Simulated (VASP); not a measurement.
Set up this calculation in VASP 6.6.1, as the native input.

* Task: single point
* Functional: PBE
* Potentials or basis: VASP PAW PBE potentials, release 64 (Hg_sv_GW)
* Cutoff: 550 eV
* k mesh: 16 × 16 × 16
* Occupations: gaussian, width 0.1 eV
* Spin: no spin polarisation
* Dipole correction: no
* Further INCAR settings: ALGO = Normal; EDIFF = 1e-06; NBANDS = 27

The structure of Hg lies in POSCAR:

```
Hg
1.0
   -2.8842311039      2.8842311039      1.5312259768
    2.8842311039     -2.8842311039      1.5312259768
    2.8842311039      2.8842311039     -1.5312259768
Hg
2
Direct
    0.7500000000      0.2500000000      0.5000000000
    0.0000000000      0.0000000000      0.0000000000
```

The input as run:

INCAR

```
ALGO = Normal ; EDIFF = 1E-6
ENCUT = 550 ; GGA = PE
GGA_COMPAT = False ; ISIF = 2
ISMEAR = 0 ; LASPH = True
LCHARG = True ; LELF = True
LREAL = False ; LVHAR = True
LWAVE = False ; NBANDS = 27
NELM = 120 ; PREC = Accurate
SIGMA = 0.1
```

KPOINTS

```
k-points
0
Gamma
  16 16 16
```

Potentials or basis: VASP PAW PBE potentials, release 64 (Hg_sv_GW).

Run with:

```bash
$ cat potpaw_PBE.64/Hg_sv_GW/POTCAR > POTCAR
$ mpirun -np 1 vasp_std > vasp.out
```

It gave:

```yaml
Pressure: 3.2 GPa
Band_gap_on_the_k_mesh: zero (bands 20 and 21 overlap by 4.54 eV)
```

Caveat: the cell stands under pressure; spin-orbit coupling is left out, which moves the levels of the heavy elements.

Wall time 8 min on 1 thread of Intel(R) Xeon(R) Platinum 8375C CPU @ 2.90GHz (Ice Lake), with other jobs on the host, peak memory 0.59 GiB.
